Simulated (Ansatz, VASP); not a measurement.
# One calculation of TiSn, two programs

```
Ti Sn
1.0
     0.00000    2.80055    2.80055
     2.80055    0.00000    2.80055
     2.80055    2.80055    0.00000
Ti Sn
1 1
Cartesian
  0.0000 0.0000 0.0000
  2.8005 2.8005 2.8005
```

Alike in both runs: functional LDA; k mesh 5 × 5 × 5; occupations fermi-dirac, width 0.05 eV; no spin polarisation.

|  | VASP | Ansatz |
| --- | --- | --- |
| version | VASP 6.6.1 | Ansatz 0.2.0 |
| potentials or method | VASP PAW LDA potentials, release 64 (Ti_sv, Sn_d) | Ansatz PAW |
| plane-wave cutoff (eV) | 520 | 420 |
| valence electrons in the cell | 26 | 26 |
| task | single point | band structure |

|  | VASP | Ansatz | Ansatz less VASP |
| --- | --- | --- | --- |
| gap on the k mesh at the Fermi level (eV) | none | none | - |
| pressure (GPa) | -6.3 | -6.4 | -0.14 |

LDA's correlation is that of Perdew and Zunger in VASP and of Perdew and Wang (1992) in Ansatz. A gap of «none» marks a metal or a gap that the smearing closes.

The k mesh is coarse, so the values compare programs but aren't converged.
